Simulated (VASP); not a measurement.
# TaGe3Ru (P6/mmm) in VASP: a series of runs

The runs below take TaGe3Ru through single point, relaxation of cell and atoms, with PBE.

Program: VASP 6.6.1. These are calculated values, not measurements. Logs are shortened: lines on timing, memory, paths and dates and some standing lists are left out, and cuts for length are marked.

## 1. The cell of the first run

The structure is hexagonal, space group P6/mmm (No. 191). The conventional cell has a = 5.360 Å, b = 5.360 Å, c = 4.779 Å, α = 90.00°, β = 90.00°, γ = 120.00°. Within 3.2 Å of Ta (site symmetry 6/mmm) lie 2 Ru at 2.39 Å. Within 3.6 Å of Ge (site symmetry mmm) lie 4 Ge at 2.68 Å and 2 Ru at 2.68 Å and 4 Ta at 3.59 Å. Within 3.2 Å of Ru (site symmetry 6/mmm) lie 2 Ta at 2.39 Å and 6 Ge at 2.68 Å.

The cell was built from a structure type or drawn by symmetry, and may not be a known phase.

## 2. Single point, PBE

File INCAR:

```
SYSTEM = TaGe3Ru
ALGO     = Normal         ! electronic algorithm
EDIFF    = 1E-6           ! SCF threshold, eV
ENCUT    = 520            ! plane-wave cutoff, eV
GGA      = PE             ! functional
ISIF     = 2              ! what is computed and relaxed
ISMEAR   = 0              ! smearing method
LASPH    = .True.         ! aspherical terms in the spheres
LCHARG   = .False.        ! write CHGCAR
LREAL    = .False.        ! projectors in reciprocal space
LWAVE    = .False.        ! write WAVECAR
NBANDS   = 42             ! bands
NELM     = 80             ! most SCF steps
PREC     = Accurate       ! precision mode
SIGMA    = 0.1            ! smearing width, eV
```

File KPOINTS:

```
k-points
0
Gamma
  6 6 4
  0 0 0
```

File POSCAR:

```
TaGe3Ru
1.0
    5.3604250057      0.0000000031      0.0000000000
   -2.6802125056      4.6422642285      0.0000000000
    0.0000000000      0.0000000000      4.7785661166
Ta Ge Ru
1 3 1
Direct
    0.0000000000      0.0000000000      0.5000000000
    0.5000000000      0.0000000000      0.0000000000
    0.0000000000      0.5000000000      0.0000000000
    0.5000000000      0.5000000000      0.0000000000
    0.0000000000      0.0000000000      0.0000000000
```

Potentials or basis: VASP PAW PBE potentials, release 64 (Ta_pv, Ge_d, Ru_pv).

Command:

```sh
$ cat potpaw_PBE.64/Ta_pv/POTCAR potpaw_PBE.64/Ge_d/POTCAR potpaw_PBE.64/Ru_pv/POTCAR > POTCAR
$ mpirun -np 1 vasp_std > vasp.out
```

OUTCAR:

```text
SYSTEM = TaGe3Ru
   EDIFF = 1E-6
   ENCUT = 520
   GGA = PE
   ISIF = 2
   ISMEAR = 0
   LASPH = .True.
   LREAL = .False.
   NELM = 80
   PREC = Accurate

 ion  position               nearest neighbor table
   1  0.000  0.000  0.500-   5 2.39   5 2.39
   2  0.500  0.000  0.000-   3 2.68   3 2.68   5 2.68   5 2.68   4 2.68   4 2.68
   3  0.000  0.500  0.000-   2 2.68   2 2.68   4 2.68   4 2.68   5 2.68   5 2.68
   4  0.500  0.500  0.000-   5 2.68   5 2.68   3 2.68   3 2.68   2 2.68   2 2.68
   5  0.000  0.000  0.000-   1 2.39   1 2.39   4 2.68   4 2.68   2 2.68   2 2.68   3 2.68   3 2.68

  LATTYP: Found a hexagonal cell.
 ALAT       =     5.3604250057
 C/A-ratio  =     0.8914528440

  Lattice vectors:

 A1 = (   5.3604250057,   0.0000000031,   0.0000000000)
 A2 = (  -2.6802125056,   4.6422642285,   0.0000000000)
 A3 = (   0.0000000000,   0.0000000000,   4.7785661166)

Analysis of symmetry for initial positions (statically):
=====================================================================
 Subroutine PRICEL returns:
 Original cell was already a primitive cell.

 Routine SETGRP: Setting up the symmetry group for a
 hexagonal supercell.

 Subroutine GETGRP returns: Found 24 space group operations
 (whereof 24 operations were pure point group operations)
 out of a pool of 24 trial point group operations.

The static configuration has the point symmetry D_6h.

Analysis of symmetry for dynamics (positions and initial velocities):
=====================================================================
 Subroutine PRICEL returns:
 Original cell was already a primitive cell.

 Routine SETGRP: Setting up the symmetry group for a
 hexagonal supercell.

 Subroutine GETGRP returns: Found 24 space group operations
 (whereof 24 operations were pure point group operations)
 out of a pool of 24 trial point group operations.

The dynamic configuration has the point symmetry D_6h.

 Subroutine INISYM returns: Found 24 space group operations
 (whereof 24 operations are pure point group operations),
 and found     1 'primitive' translations

----------------------------------------------------------------------------------------

                                     Primitive cell
[... 90 lines left out ...]
   LASPH  =      T    aspherical Exc in radial PAW
   ENCUT  =  520.0 eV  38.22 Ry    6.18 a.u.   9.97  9.97  8.88*2*pi/ulx,y,z
   NELM   =     80;   NELMIN=  2; NELMDL= -5     # of ELM steps
   EDIFF  = 0.1E-05   stopping-criterion for ELM
   LREAL  =      F    real-space projection
   EDIFFG = 0.1E-04   stopping-criterion for IOM
   NSW    =      0    number of steps for IOM
   IBRION =     -1    ionic relax: 0-MD 1-quasi-New 2-CG
   NFREE  =      0    steps in history (QN), initial steepest desc. (CG)
   ISIF   =      2    stress and relaxation
   ISYM   =      2    0-nonsym 1-usesym 2-fastsym
   POTIM  = 0.5000    time-step for ionic-motion
   TEBEG  =    0.0;   TEEND  =   0.0 temperature during run
   PSTRESS=    0.0 pullay stress
   NELECT =      67.0000    total number of electrons
   NUPDOWN=      -1.0000    fix difference up-down
   EMIN   =  10.00;   EMAX   =-10.00  energy-range for DOS
   EFERMI =   0.00;   METHOD = LEGACY
   ISMEAR =     0;   SIGMA  =   0.10  broadening in eV -4-tet -1-fermi 0-gaus
   EFERMI_NEDOS =   21; number of points for ismear=-14 and -15
   IALGO  =     38    algorithm
   IMIX   =      4    mixing-type and parameters
     AMIX     =   0.40;   BMIX     =  1.00
     AMIX_MAG =   1.60;   BMIX_MAG =  1.00
  volume/ion in A,a.u.               =      23.78       160.49
  Fermi-wavevector in a.u.,A,eV,Ry     =   1.352148  2.555189 24.875586  1.828304
  Thomas-Fermi vector in A             =   2.479511
   LORBIT       =      0    0 simple, 1 ext, 2 COOP (PROOUT), +10 PAW based schemes
   GGA     = PE    functional components
   LHFCALC =     F    Hartree Fock is set to
   AEXX    =    0.0000 exact exchange contribution
   IVDW    =     0    specifies the selected vdW correction
   LEPSILON=     F    determine dielectric tensor
   LRPA    =     F    only Hartree local field effects (RPA)
 non-spin polarized calculation
 Gauss-broadening in eV      SIGMA  =   0.10
  energy-cutoff  :      520.00
  volume of cell :      118.91
 maximum number of plane-waves:      3220
 NGX is ok and might be reduce to    40
   NGX = 19   NGY = 19   NGZ = 17

 number of electron      66.9999998 magnetization

 Free energy of the ion-electron system (eV)
  ---------------------------------------------------
  ext. energy  EPLUGINS =         0.00000000
  ---------------------------------------------------
  free energy    TOTEN  =       -29.19917819 eV

  energy without entropy =      -29.17376184  energy(sigma->0) =      -29.18647001

 E-fermi :   4.7828     XC(G=0): -10.1662

 val. band max:        4.7440429990   @ k =   0.3333   0.0000   0.5000
 cond. band min:       4.7923853234   @ k =   0.1667   0.1667   0.5000
 fundamental gap:      0.0483423244
 Fermi energy:         4.7828145028

 k-point     1 :       0.0000    0.0000    0.0000
  band No.  band energies     occupation
      1     -38.3864      2.00000
      2     -37.8504      2.00000
      3     -37.8504      2.00000
      4     -30.8114      2.00000
      5     -30.8114      2.00000
      6     -30.6007      2.00000
[... 934 lines left out ...]
     41       8.2080      0.00000
     42       9.4433      0.00000

------------------------ aborting loop because EDIFF is reached ----------------------------------------

  FORCE on cell =-STRESS in cart. coord.  units (eV):
  Direction    XX          YY          ZZ          XY          YZ          ZX
  --------------------------------------------------------------------------------------
  -------------------------------------------------------------------------------------
  Total        0.2510376      0.2510376      0.3869410     -0.0000000      0.0000000      0.0000000
  in kB        3.3823819      3.3823819      5.2134912     -0.0000000      0.0000000      0.0000000
  external PRESSURE =       3.9927517 kB  Pullay stress =       0.0000000 kB

 VOLUME and BASIS-vectors are now :
 -----------------------------------------------------------------------------
  energy-cutoff  :      520.00
  volume of cell :      118.91
      direct lattice vectors                 reciprocal lattice vectors
     5.360425006  0.000000003  0.000000000     0.186552372  0.107706062  0.000000000
    -2.680212506  4.642264229  0.000000000    -0.000000000  0.215412124  0.000000000
     0.000000000  0.000000000  4.778566117     0.000000000  0.000000000  0.209267796

 POSITION                                       TOTAL-FORCE (eV/Angst)
 -----------------------------------------------------------------------------------
      0.00000      0.00000      2.38928         0.000000      0.000000      0.000000
      2.68021      0.00000      0.00000         0.000000      0.000000      0.000000
     -1.34011      2.32113      0.00000         0.000000      0.000000      0.000000
      1.34011      2.32113      0.00000        -0.000000      0.000000      0.000000
      0.00000      0.00000      0.00000         0.000000      0.000000      0.000000
 -----------------------------------------------------------------------------------
    total drift:                               -0.000000      0.000000     -0.000000

  FREE ENERGIE OF THE ION-ELECTRON SYSTEM (eV)
  ---------------------------------------------------
  free  energy   TOTEN  =       -29.1991781878 eV

  energy  without entropy=      -29.1737618361  energy(sigma->0) =      -29.18647001
```

OSZICAR:

```text
N       E                     dE             d eps       ncg     rms          rms(c)
DAV:   1     0.781698415045E+03    0.78170E+03   -0.33428E+04  2138   0.365E+03
DAV:   2     0.858609266696E+02   -0.69584E+03   -0.67563E+03  1764   0.920E+02
DAV:   3    -0.245405129997E+02   -0.11040E+03   -0.10711E+03  1980   0.217E+02
DAV:   4    -0.317085697335E+02   -0.71681E+01   -0.69795E+01  2166   0.595E+01
DAV:   5    -0.319340158312E+02   -0.22545E+00   -0.22466E+00  2136   0.110E+01    0.148E+01
DAV:   6    -0.338645302655E+02   -0.19305E+01   -0.38675E+01  2118   0.148E+01    0.210E+01
DAV:   7    -0.296586833354E+02    0.42058E+01   -0.36001E+01  1900   0.158E+01    0.633E+00
DAV:   8    -0.292458576827E+02    0.41283E+00   -0.15441E+00  1982   0.685E+00    0.291E+00
DAV:   9    -0.292085237263E+02    0.37334E-01   -0.31438E-01  1872   0.272E+00    0.933E-01
DAV:  10    -0.292022912192E+02    0.62325E-02   -0.78953E-02  1980   0.131E+00    0.552E-01
DAV:  11    -0.291992688879E+02    0.30223E-02   -0.79343E-03  2220   0.450E-01    0.159E-01
DAV:  12    -0.291991705471E+02    0.98341E-04   -0.11297E-03  2144   0.142E-01    0.573E-02
DAV:  13    -0.291991795720E+02   -0.90250E-05   -0.12262E-04  2014   0.548E-02    0.175E-02
DAV:  14    -0.291991795672E+02    0.48476E-08   -0.14971E-05  1972   0.231E-02    0.631E-03
DAV:  15    -0.291991784691E+02    0.10981E-05   -0.13018E-06  1144   0.877E-03    0.211E-03
DAV:  16    -0.291991781878E+02    0.28125E-06   -0.22790E-07   980   0.357E-03
   1 F= -.29199178E+02 E0= -.29186470E+02  d E =-.254164E-01
```

Wall time 4 min (1 thread of Intel Xeon 8259CL, shared host); peak memory 0.29 GiB.

What came out:

* Free energy: -29.1992 eV
* Pressure: 0.4 GPa
* Band gap on the k mesh: zero (an odd number of electrons rules out a gap without spin polarisation)

Stress tensor (GPa, compression positive):
```
0.34 0.00 0.00
0.00 0.34 0.00
0.00 0.00 0.52
```

Caveat: spin-orbit coupling is left out, which moves the levels of the heavy elements.

## 3. Single point, PBE

This run uses another cell than the first one, of 21.22 Å³/atom.

File INCAR:

```
SYSTEM = TaGe3Ru
PREC = Accurate
ENCUT = 520
EDIFF = 1E-6
ISMEAR = 0
SIGMA = 0.1
LREAL = .False.
LASPH = .True.
NELM = 60
ALGO = Normal
ISIF = 2
LWAVE = .False.
LCHARG = .True.
GGA = PE
LELF = .True.
LVHAR = .True.
NBANDS = 42
```

File KPOINTS:

```
Automatic mesh
0
Gamma
  6 6 4
  0 0 0
```

Edit POSCAR of step 2 so:

```diff
@@ -2,5 +2,5 @@
 1.0
-    5.3604250057      0.0000000031      0.0000000000
-   -2.6802125056      4.6422642285      0.0000000000
-    0.0000000000      0.0000000000      4.7785661166
+    4.9737076900      0.0000000000      0.0000000000
+   -2.4868538500      4.3073572100      0.0000000000
+    0.0000000000      0.0000000000      4.9535359500
 Ta Ge Ru
```

Potentials or basis: VASP PAW PBE potentials, release 64 (Ta_pv, Ge_d, Ru_pv).

Command:

```sh
$ cat potpaw_PBE.64/Ta_pv/POTCAR potpaw_PBE.64/Ge_d/POTCAR potpaw_PBE.64/Ru_pv/POTCAR > POTCAR
$ mpirun -np 1 vasp_std > vasp.out
```

Run time: 3.6 min. Hardware: 1 thread of Intel Xeon 8259CL, shared host; peak memory 0.29 GiB.

The run converged. Its results:

| Property | Result |
| --- | --- |
| Free energy | -28.3119 eV |
| Pressure | 12.0 GPa |
| Band gap on the k mesh | zero (an odd number of electrons rules out a gap without spin polarisation) |

Stress tensor (GPa, compression positive):
```
18.42  0.00  0.00
 0.00 18.42  0.00
 0.00  0.00 -0.75
```

Levels at points of the mesh, in eV from the Fermi level:
| k point | band 31 | band 32 | band 33 | band 34 | band 35 | band 36 | band 37 | band 38 |
| --- | --- | --- | --- | --- | --- | --- | --- | --- |
| (0.00, 0.00, 0.00) | -3.84 | -1.73 | -0.28 | -0.28 | 0.62 | 0.62 | 0.86 | 2.15 |
| (0.50, 0.00, 0.00) | -1.32 | -0.62 | 0.09 | 0.54 | 0.63 | 1.12 | 1.56 | 2.14 |
| (0.00, 0.00, 0.50) | -2.41 | -0.93 | -0.93 | -0.28 | 0.04 | 0.04 | 1.02 | 1.02 |
| (0.50, 0.00, 0.50) | -1.51 | -0.75 | -0.75 | -0.27 | -0.14 | 0.32 | 0.39 | 1.73 |

Caveat: the cell stands under pressure; spin-orbit coupling is left out, which moves the levels of the heavy elements.

(Part 1 of 2 ends here.)
